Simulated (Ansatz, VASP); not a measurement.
## NiO in VASP and in Ansatz

```xyz
2
Lattice="0.0000 2.1084 2.1084 2.1084 0.0000 2.1084 2.1084 2.1084 0.0000" Properties=species:S:1:pos:R:3 pbc="T T T"
Ni    0.0000    0.0000    0.0000
O     2.1084    2.1084    2.1084
```

Alike in both runs: task single point; functional PBE; k mesh 14 × 14 × 14; occupations gaussian, width 0.05 eV; no spin polarisation.

```csv
,VASP,Ansatz
version,VASP 6.6.1,Ansatz 0.2.0
potentials or method,"VASP PAW PBE potentials, release 64 (Ni, O), cutoff 520 eV","scalar-relativistic, plane waves, PAW"
valence electrons in the cell,16,24
```

Ansatz gave:

- gap on the k mesh at the Fermi level (eV): none
- pressure (GPa): -7.7

Question: Estimate VASP's values.

Answer: gap on the k mesh at the Fermi level (eV): none; pressure (GPa): -7.5.

A gap of «none» marks a metal or a gap that the smearing closes. VASP's potentials hold 16 valence electrons a cell and Ansatz's 24, so a difference there can come from the potentials and not from the codes.
